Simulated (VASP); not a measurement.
# AlNi3 (Im-3m) in VASP: relaxation of cell and atoms with PBE

Aim: the relaxation of cell and atoms of AlNi3 with PBE.

Program: VASP 6.6.1. These are calculated values, not measurements. Logs are shortened: lines on timing, memory, paths and dates and some standing lists are left out, and cuts for length are marked.

### 1 The cell of the first run

Symmetry: Im-3m, No. 229, cubic system. Conventional cell: a = 4.708 Å, b = 4.708 Å, c = 4.708 Å, α = 90.00°, β = 90.00°, γ = 90.00°. Within 3.1 Å of Al (site symmetry m-3m) lie 6 Ni at 2.35 Å. Within 3.1 Å of Ni (site symmetry 4/mmm) lie 2 Al at 2.35 Å and 4 Ni at 2.35 Å.

The cell was generated, and may not be a known phase.

### 2 Relaxation of cell and atoms, PBE, collinear spin, ferrimagnetic start

Input file INCAR:

```
SYSTEM = AlNi3
PREC     = Accurate       ! precision mode
ENCUT    = 690            ! plane-wave cutoff, eV
EDIFF    = 1E-7           ! SCF threshold, eV
ISMEAR   = 0              ! smearing method
SIGMA    = 0.1            ! smearing width, eV
LREAL    = .FALSE.        ! projectors in reciprocal space
LASPH    = .TRUE.         ! aspherical terms in the spheres
NELM     = 200            ! most SCF steps
ALGO     = Normal         ! electronic algorithm
ISIF     = 3              ! what is computed and relaxed
LWAVE    = .FALSE.        ! write WAVECAR
LCHARG   = .FALSE.        ! write CHGCAR
ISPIN    = 2              ! spin polarisation
MAGMOM   = 0 2 2 -2       ! initial moments
LORBIT   = 11             ! projections on sites
LMAXMIX  = 4              ! l up to which the mixer works
GGA      = PE             ! functional
IBRION   = 2              ! ionic algorithm
NSW      = 90             ! ionic steps
EDIFFG   = -0.04          ! ionic threshold
GGA_COMPAT= .FALSE.      
NELMIN   = 4
```

Input file KPOINTS:

```
regular mesh
0
G
  6 6 6
  0 0 0
```

Input file POSCAR:

```
AlNi3
1.0
   -2.3542476100      2.3542476100      2.3542476100
    2.3542476100     -2.3542476100      2.3542476100
    2.3542476100      2.3542476100     -2.3542476100
Al Ni
1 3
Direct
    0.0000000000      0.0000000000      0.0000000000
    0.0000000000      0.5000000000      0.5000000000
    0.5000000000      0.0000000000      0.5000000000
    0.5000000000      0.5000000000      0.0000000000
```

Potentials or basis: VASP PAW PBE potentials, release 64 (Al, Ni_sv_GW).

On the command line:

```bash
$ cat potpaw_PBE.64/Al/POTCAR potpaw_PBE.64/Ni_sv_GW/POTCAR > POTCAR
$ mpirun -np 1 vasp_std > vasp.out
```

OUTCAR:

```text
SYSTEM = AlNi3
   PREC = Accurate
   ENCUT = 690
   EDIFF = 1E-7
   ISMEAR = 0
   LREAL = .FALSE.
   LASPH = .TRUE.
   NELM = 200
   ISIF = 3
   ISPIN = 2
   LORBIT = 11
   GGA = PE
   IBRION = 2
   NSW = 90
   EDIFFG = -0.04
   NELMIN = 4

 ion  position               nearest neighbor table
   1  0.000  0.000  0.000-   2 2.35   3 2.35   4 2.35   2 2.35   3 2.35   4 2.35
   2  0.000  0.500  0.500-   1 2.35   3 2.35   4 2.35   1 2.35   4 2.35   3 2.35
   3  0.500  0.000  0.500-   1 2.35   2 2.35   4 2.35   4 2.35   1 2.35   2 2.35
   4  0.500  0.500  0.000-   1 2.35   2 2.35   3 2.35   3 2.35   2 2.35   1 2.35

  LATTYP: Found a body centered cubic cell.
 ALAT       =     4.7084952200

  Lattice vectors:

 A1 = (  -2.3542476100,   2.3542476100,   2.3542476100)
 A2 = (   2.3542476100,  -2.3542476100,   2.3542476100)
 A3 = (   2.3542476100,   2.3542476100,  -2.3542476100)

Analysis of symmetry for initial positions (statically):
=====================================================================
 Subroutine PRICEL returns:
 Original cell was already a primitive cell.

 Routine SETGRP: Setting up the symmetry group for a
 body centered cubic supercell.

 Subroutine GETGRP returns: Found 48 space group operations
 (whereof 48 operations were pure point group operations)
 out of a pool of 48 trial point group operations.

The static configuration has the point symmetry O_h .

Analysis of symmetry for dynamics (positions and initial velocities):
=====================================================================
 Subroutine PRICEL returns:
 Original cell was already a primitive cell.

 Routine SETGRP: Setting up the symmetry group for a
 body centered cubic supercell.

 Subroutine GETGRP returns: Found 48 space group operations
 (whereof 48 operations were pure point group operations)
 out of a pool of 48 trial point group operations.

The dynamic configuration has the point symmetry O_h .

Analysis of structural, dynamic, and magnetic symmetry:
=====================================================================
 Subroutine PRICEL returns:
 Original cell was already a primitive cell.

 Routine SETGRP: Setting up the symmetry group for a
 body centered cubic supercell.

 Subroutine GETGRP returns: Found 16 space group operations
 (whereof 16 operations were pure point group operations)
 out of a pool of 48 trial point group operations.

The overall configuration has the point symmetry D_4h.

 Subroutine INISYM returns: Found 16 space group operations
 (whereof 16 operations are pure point group operations),
 and found     1 'primitive' translations

[... 119 lines left out ...]
  volume/ion in A,a.u.               =      13.05        88.05
  Fermi-wavevector in a.u.,A,eV,Ry     =   1.685884  3.185859 38.670537  2.842204
  Thomas-Fermi vector in A             =   2.768648
   LORBIT       =     11    0 simple, 1 ext, 2 COOP (PROOUT), +10 PAW based schemes
   GGA     = PE    functional components
   LHFCALC =     F    Hartree Fock is set to
   AEXX    =    0.0000 exact exchange contribution
   IVDW    =     0    specifies the selected vdW correction
   LEPSILON=     F    determine dielectric tensor
   LRPA    =     F    only Hartree local field effects (RPA)
 conjugate gradient relaxation of ions
 spin polarized calculation
 Gauss-broadening in eV      SIGMA  =   0.10
  energy-cutoff  :      690.00
  volume of cell :       52.19
 maximum number of plane-waves:      2214
   NGX = 17   NGY = 17   NGZ = 17

--------------------------------------- Ionic step        1  -------------------------------------------

 number of electron      56.9999972 magnetization       0.0064153

 number of electron      56.9999972 magnetization      -0.0006346

 Free energy of the ion-electron system (eV)
  ---------------------------------------------------
  ext. energy  EPLUGINS =         0.00000000
  ---------------------------------------------------
  free energy    TOTEN  =       -21.75823456 eV

  energy without entropy =      -21.72984543  energy(sigma->0) =      -21.74403999

------------------------ aborting loop because EDIFF is reached ----------------------------------------

  FORCE on cell =-STRESS in cart. coord.  units (eV):
  Direction    XX          YY          ZZ          XY          YZ          ZX
  --------------------------------------------------------------------------------------
  -------------------------------------------------------------------------------------
  Total        0.5862203      0.5862203      0.5851972      0.0000000     -0.0000000      0.0000000
  in kB       17.9951325     17.9951325     17.9637272      0.0000000     -0.0000000      0.0000000
  external PRESSURE =      17.9846641 kB  Pullay stress =       0.0000000 kB
[... 67 lines left out ...]
 number of electron      56.9999994 magnetization      -0.0000546

 number of electron      56.9999994 magnetization       0.0002580

 Free energy of the ion-electron system (eV)
  ---------------------------------------------------
  ext. energy  EPLUGINS =         0.00000000
  ---------------------------------------------------
  free energy    TOTEN  =       -21.76192898 eV

  energy without entropy =      -21.73301110  energy(sigma->0) =      -21.74747004

 E-fermi :   6.5541     XC(G=0): -12.1486

 val. band max:        6.5446955526   @ k =   0.1667   0.1667   0.3333
 cond. band min:       6.5966405833   @ k =   0.5000   0.5000   0.3333
 fundamental gap:      0.0519450307
 Fermi energy:         6.5540823854

 spin component 1

 k-point     1 :       0.0000    0.0000    0.0000
  band No.  band energies     occupation
      1     -96.0444      1.00000
      2     -96.0114      1.00000
      3     -96.0114      1.00000
      4     -56.5146      1.00000
      5     -56.5146      1.00000
      6     -56.5146      1.00000
[... 901 lines left out ...]
     34      11.8785      0.00000
     35      14.4707      0.00000

 [... further k-points ...]

 spin component 2

 k-point     1 :       0.0000    0.0000    0.0000
  band No.  band energies     occupation
      1     -96.0443      1.00000
      2     -96.0113      1.00000
      3     -96.0113      1.00000
      4     -56.5145      1.00000
      5     -56.5145      1.00000
      6     -56.5145      1.00000
[... 934 lines left out ...]
  FREE ENERGIE OF THE ION-ELECTRON SYSTEM (eV)
  ---------------------------------------------------
  free  energy   TOTEN  =       -21.7619289795 eV

  energy  without entropy=      -21.7330110992  energy(sigma->0) =      -21.74747004

 reached required accuracy - stopping structural energy minimisation

 total charge

# of ion       s       p       d       f       tot
--------------------------------------------------
    1        0.444   0.357   0.000   0.000   0.801
    2        2.251   6.211   7.915   0.003  16.381
    3        2.251   6.211   7.915   0.003  16.381
    4        2.251   6.211   7.915   0.003  16.381
--------------------------------------------------
tot          7.198  18.990  23.746   0.009  49.944

 magnetization (x)

# of ion       s       p       d       f       tot
--------------------------------------------------
    1        0.000  -0.000   0.000   0.000   0.000
    2        0.000   0.000   0.000   0.000   0.000
    3        0.000   0.000   0.000   0.000   0.000
    4        0.000   0.000   0.000   0.000   0.000
--------------------------------------------------
tot          0.000   0.000   0.000   0.000   0.000
```

OSZICAR:

```text
N       E                     dE             d eps       ncg     rms          rms(c)
DAV:   1     0.130556677402E+04    0.13056E+04   -0.35374E+04  6368   0.641E+03
DAV:   2     0.124721000295E+03   -0.11808E+04   -0.11587E+04  7034   0.161E+03
[... 47 lines left out ...]
DAV:  10    -0.217619302155E+02   -0.25085E-06   -0.69743E-07  4034   0.375E-02    0.674E-03
DAV:  11    -0.217619304281E+02   -0.21263E-06   -0.11718E-07  2673   0.152E-02    0.691E-03
DAV:  12    -0.217619280813E+02    0.23468E-05   -0.15669E-05  7623   0.182E-01    0.300E-03
DAV:  13    -0.217619286665E+02   -0.58520E-06   -0.50102E-07  3735   0.238E-02    0.123E-03
DAV:  14    -0.217619289284E+02   -0.26187E-06   -0.12401E-07  2495   0.186E-02    0.592E-04
DAV:  15    -0.217619289795E+02   -0.51110E-07   -0.10089E-07  2523   0.130E-02
   3 F= -.21761929E+02 E0= -.21747470E+02  d E =-.369442E-02  mag=     0.0005
```

CONTCAR:

```text
AlNi3
   1.00000000000000
    -2.3642148944309826    2.3642148944309826    2.3641974994076294
     2.3642148944309826   -2.3642148944309826    2.3641974994076294
     2.3642148944309826    2.3642148944309826   -2.3641974994076294
  Al              Ni
     1     3
Direct
     0.0000000000000000    0.0000000000000000    0.0000000000000000
     0.0000000000000000    0.5000000000000000    0.5000000000000000
     0.5000000000000000    0.0000000000000000    0.5000000000000000
     0.5000000000000000    0.5000000000000000    0.0000000000000000

  0.00000000E+00  0.00000000E+00  0.00000000E+00
  0.00000000E+00  0.00000000E+00  0.00000000E+00
  0.00000000E+00  0.00000000E+00  0.00000000E+00
  0.00000000E+00  0.00000000E+00  0.00000000E+00
```

Wall time 15 min (1 thread of Intel Xeon Platinum 8488C (Sapphire Rapids), shared host); peak memory 0.34 GiB.

What came out:

* Free energy: -21.7619 eV
* Relaxed volume: 13.21 Å³/atom
* Relaxed cell: a = 4.095 Å, b = 4.095 Å, c = 4.095 Å, α = 109.47°, β = 109.47°, γ = 109.47°
* Space group after relaxing (to 0.1 Å): Im-3m (No. 229)
* Energy gained by relaxing: 0.9 meV/atom
* Ionic steps: 3
* Pressure after relaxing: 0.0 GPa
* Net moment: 0.00 μB per cell
* Valence electrons inside the program's atomic spheres: Al 0.80; Ni 16.38

Step by step:
| step | energy change (eV) | largest force (eV/Å) | pressure (GPa) | volume (Å³) |
| --- | --- | --- | --- | --- |
| 1 | 0.0000 | 0.0000 | 1.80 | 52.19 |
| 2 | -0.0021 | 0.0000 | -1.13 | 53.31 |
| 3 | -0.0037 | 0.0000 | -0.01 | 52.86 |

Final structure:
```
Al Ni
1.0
    -2.36421    2.36421    2.36420
     2.36421   -2.36421    2.36420
     2.36421    2.36421   -2.36420
Al Ni
1 3
Direct
  0.00000 0.00000 0.00000
  0.00000 0.50000 0.50000
  0.50000 0.00000 0.50000
  0.50000 0.50000 0.00000
```

Levels at points of the mesh, in eV from the Fermi level:
Spin up:
| k point | band 27 | band 28 | band 29 | band 30 | band 31 | band 32 |
| --- | --- | --- | --- | --- | --- | --- |
| (0.00, 0.00, 0.00) | -0.04 | 0.94 | 2.42 | 2.42 | 2.42 | 4.87 |
| (0.50, 0.00, 0.00) | -0.44 | -0.28 | -0.18 | 2.18 | 2.66 | 3.24 |
| (0.00, 0.00, 0.50) | -0.44 | -0.28 | -0.18 | 2.18 | 2.66 | 3.24 |
| (0.50, 0.50, 0.50) | -0.83 | -0.06 | -0.06 | -0.06 | 2.44 | 2.50 |
Spin down:
| k point | band 25 | band 26 | band 27 | band 28 | band 29 | band 30 | band 31 | band 32 | band 33 | band 34 |
| --- | --- | --- | --- | --- | --- | --- | --- | --- | --- | --- |
| (0.00, 0.00, 0.00) | -0.04 | -0.04 | -0.04 | 0.94 | 2.42 | 2.42 | 2.42 | 4.87 | 4.87 | 4.87 |
| (0.50, 0.00, 0.00) | -1.02 | -0.73 | -0.44 | -0.28 | -0.18 | 2.18 | 2.66 | 3.24 | 4.04 | 7.77 |
| (0.00, 0.00, 0.50) | -1.02 | -0.73 | -0.44 | -0.28 | -0.18 | 2.18 | 2.66 | 3.24 | 4.04 | 7.77 |
| (0.50, 0.50, 0.50) | -0.83 | -0.83 | -0.83 | -0.06 | -0.06 | -0.06 | 2.44 | 2.50 | 2.50 | 9.60 |

Caveat: the moments typed at the start vanished in this run.
